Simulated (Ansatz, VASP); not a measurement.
CaO in VASP and in Ansatz

Contents of POSCAR:

```
CaO
1.0
    0.0000000000      2.7469739093      2.6067317416
    2.7469739093      0.0000000000      2.6067317416
    2.7469739093      2.7469739093      0.0000000000
Ca O
1 1
Direct
    0.0000000000      0.0000000000      0.0000000000
    0.2500000000      0.2500000000      0.2500000000
```

INCAR.step1

```
ALGO = Normal
EDIFF = 1E-4
ENCUT = 520
GGA = PE
ISMEAR = 0
LASPH = True
LCHARG = False
LREAL = False
LWAVE = True
NBANDS = 15
NELM = 60
PREC = Accurate
SIGMA = 0.01
```

Contents of INCAR.step2:

```
ALGO = Normal
EDIFF = 1E-6
ENCUT = 520
ISIF = 2
ISMEAR = 0
ISTART = 1
LASPH = True
LCHARG = False
LMIXTAU = True
LREAL = False
LWAVE = False
METAGGA = R2SCAN
NBANDS = 15
NELM = 60
PREC = Accurate
SIGMA = 0.01
```

Contents of KPOINTS:

```
k-points
0
Gamma
  8 8 8
```

Input for Ansatz:

```yaml
crystal:
  lattice:
    - [0.0, 2.7469739093, 2.6067317416]
    - [2.7469739093, 0.0, 2.6067317416]
    - [2.7469739093, 2.7469739093, 0.0]
  atoms:
    - { symbol: Ca, position: [0.0, 0.0, 0.0] }
    - { symbol: O, position: [0.25, 0.25, 0.25] }
kpoints:
  mp_grid: { grid: [8, 8, 8] }
  band_path:
    path:
      - [0.0, 0.0, 0.0]
      - [-0.5, -0.5, 0.0]
      - [-0.375, -0.375, 0.25]
      - [-0.375, 0.0, 0.375]
      - [0.0, 0.0, 0.5]
      - [-0.5, -0.25, 0.25]
    npoints: 1
hamiltonian:
  xc: r2scan
scf:
  occupations: { method: fixed }
  n_extra_bands: 4
output:
  forces: true
  stress: true
  eigenvalues: true
```

Change from the starting cell: biaxial_xy strain +5.4%.

Alike in both runs: task single point; functional r2SCAN; k mesh 8 × 8 × 8; no spin polarisation.

```csv
,VASP,Ansatz
version,VASP 6.6.1,Ansatz 0.2.0
potentials or method,"VASP PAW PBE potentials, release 64 (Ca_sv, O)","plane waves, PAW"
plane-wave cutoff (eV),520,500
occupations,"gaussian, width 0.01 eV",fixed
valence electrons in the cell,16,16
```

Ansatz gave:

```
gap on the k mesh at the Fermi level (eV)                     : 3.35
pressure (GPa)                                                : -7.1
traceless stress, the component that is largest in VASP (GPa) : 0.73
```

**Question.** Which values does VASP return?

**Answer.** gap on the k mesh at the Fermi level (eV): 3.33; pressure (GPa): -6.5; traceless stress, the component that is largest in VASP (GPa): 0.69.

VASP's potentials were made for PBE, not for r2SCAN.
